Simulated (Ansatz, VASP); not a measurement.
# Br: VASP beside Ansatz

```
CELL_PARAMETERS angstrom
3.42921 -2.36810 0.00000
3.42921 2.36810 0.00000
0.00000 0.00000 8.87298
ATOMIC_POSITIONS crystal
Br 0.36510 0.63490 0.39010
Br 0.13490 0.86510 0.89010
Br 0.63490 0.36510 0.60990
Br 0.86510 0.13490 0.10990
```

Change from the starting cell: volume scaled by 1.06.

Alike in both runs: task single point; functional LDA; k mesh 7 × 7 × 3; occupations fermi-dirac, width 0.05 eV; no spin polarisation.

```csv
,VASP,Ansatz
version,VASP 6.6.1,Ansatz 0.2.0
potentials or method,"VASP PAW LDA potentials, release 64 (Br), cutoff 520 eV","all-electron LAPW, scalar-relativistic"
```

VASP gave:

```
gap on the k mesh at the Fermi level (eV)                     : 1.58
least direct gap on the mesh (eV)                             : 1.60
pressure (GPa)                                                : -2.5
traceless stress, the component that is largest in VASP (GPa) : 1.32
rms of the force components (eV/Å)                            : 0.092
```

Q: Estimate Ansatz's values.

A: gap on the k mesh at the Fermi level (eV): 1.59; least direct gap on the mesh (eV): 1.61; pressure (GPa): -2.5; traceless stress, the component that is largest in VASP (GPa): 1.37; rms of the force components (eV/Å): 0.083.

LDA's correlation is that of Perdew and Zunger in VASP and of Perdew and Wang (1992) in Ansatz. Atom by atom the forces differ by 0.017 eV/Å (rms over components). Ansatz ran all-electron here, and VASP with PAW potentials.
